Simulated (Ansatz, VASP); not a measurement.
# Be in VASP and in Ansatz

The input INCAR:

```
SYSTEM = Be
ALGO = Fast ; EDIFF = 1E-7
EDIFFG = -0.04 ; ENCUT = 600
GGA = PE ; IBRION = 2
ISIF = 3 ; ISMEAR = 0
LASPH = .True. ; LCHARG = .False.
LREAL = .False. ; LWAVE = .False.
NELM = 100 ; NSW = 90
PREC = Accurate ; SIGMA = 0.1
```

Contents of KPOINTS:

```
k-points
0
Gamma
  10 10 6
  0 0 0
```

Contents of POSCAR:

```
Be
1.0
    1.7601696500      0.0000000000      0.0000000000
    0.0000000000      1.7601696500      0.0000000000
    0.0000000000      0.0000000000      2.9695564400
Be
1
Direct
    0.5000000000      0.5000000000      0.0000000000
```

Input for Ansatz:

```yaml
crystal:
  lattice:
    - [1.76016965, 0.0, 0.0]
    - [0.0, 1.76016965, 0.0]
    - [0.0, 0.0, 2.96955644]
  atoms:
    - { symbol: Be, position: [0.5, 0.5, 0.0] }
basis:
  ecutwfc: 420
kpoints:
  mp_grid: { grid: [10, 10, 6] }
hamiltonian:
  xc: pbe
scf:
  occupations: { method: gaussian, width: 0.1 }
  lower_state_search: "off"
output:
  forces: true
  stress: true
  eigenvalues: true
relax:
  adjacent_minimum: "off"
  f_tol: 0.04
  max_steps: 70
  cell: { stress_tol: 0.4 }
```

Alike in both runs: task relaxation of cell and atoms; functional PBE; k mesh 10 × 10 × 6; occupations gaussian, width 0.1 eV; no spin polarisation.

|  | VASP | Ansatz |
| --- | --- | --- |
| version | VASP 6.6.1 | Ansatz 0.2.0 |
| potentials or method | VASP PAW PBE potentials, release 64 (Be), cutoff 600 eV | scalar-relativistic, plane waves, PAW |
| valence electrons in the cell | 2 | 2 |

```csv
,VASP,Ansatz,Ansatz less VASP
"gap on the k mesh at the Fermi level, each at its own relaxed structure (eV)",none,none,-
relaxed volume (Å³/atom),11.37,11.37,-0.001
relaxed length of the cell vector where the two differ most in proportion (Å),2.818,2.817,-0.0007
```

A gap of «none» marks a metal or a gap that the smearing closes.

Noted on VASP's run: the volume moved by over 15 % at a fixed basis, so the end points are rough.
